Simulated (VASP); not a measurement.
Here is a VASP 6.6.1 calculation.

Contents of POSCAR:

```
BeTe
1.0
    0.0000000000      2.8286236255      2.9134823342
    2.8286236255      0.0000000000      2.9134823342
    2.8286236255      2.8286236255      0.0000000000
Be Te
1 1
Direct
    0.0000000000      0.0000000000      0.0000000000
    0.2500000000      0.2500000000      0.2500000000
```

File INCAR.step1:

```
PREC     = Accurate       # precision mode
ENCUT    = 520            # plane-wave cutoff, eV
EDIFF    = 1E-5           # SCF threshold, eV
ISMEAR   = 0              # smearing method
SIGMA    = 0.01           # smearing width, eV
LREAL    = F              # projectors in reciprocal space
LASPH    = T              # aspherical terms in the spheres
NELM     = 60             # most SCF steps
ALGO     = Normal         # electronic algorithm
ISIF     = 2              # what is computed and relaxed
LWAVE    = T              # write WAVECAR
LCHARG   = F              # write CHGCAR
NBANDS   = 11             # bands
GGA      = PE             # functional
```

Contents of INCAR.step2:

```
PREC     = Accurate       # precision mode
ENCUT    = 520            # plane-wave cutoff, eV
EDIFF    = 1E-6           # SCF threshold, eV
ISMEAR   = 0              # smearing method
SIGMA    = 0.01           # smearing width, eV
LREAL    = F              # projectors in reciprocal space
LASPH    = T              # aspherical terms in the spheres
NELM     = 60             # most SCF steps
ALGO     = Normal         # electronic algorithm
ISIF     = 2              # what is computed and relaxed
LWAVE    = F              # write WAVECAR
LCHARG   = F              # write CHGCAR
GGA      = PE             # functional
LHFCALC  = T              # exact exchange
HFSCREEN = 0.2079         # screening, 1/A
PRECFOCK = Normal       
NBANDS   = 11             # bands
ISTART   = 1
```

KPOINTS

```
Automatic mesh
0
Gamma
  6 6 6
```

Potentials or basis: VASP PAW PBE potentials, release 64 (Be, Te).

Run with:

```bash
$ cat potpaw_PBE.64/Be/POTCAR potpaw_PBE.64/Te/POTCAR > POTCAR
$ cp INCAR.step1 INCAR
$ mpirun -np 1 vasp_std > vasp.out
$ cp INCAR.step2 INCAR
$ mpirun -np 1 vasp_std > vasp.out
```

Q: What does it give for the band gap on the k mesh?

A: 2.63 eV (least direct gap 4.21 eV).

Q: Predict the pressure.

A: -2.6 GPa.

Stress tensor (GPa, compression positive):
```
-1.90  0.00  0.00
 0.00 -1.90  0.00
 0.00  0.00 -3.85
```

Caveat: the cell differs from its parent crystal (uniaxial z strain +3.0%); the PAW data sets were made with another functional, which shifts forces and pressure a little; spin-orbit coupling is left out, which moves the levels of the heavy elements. A k mesh can miss the band edges.
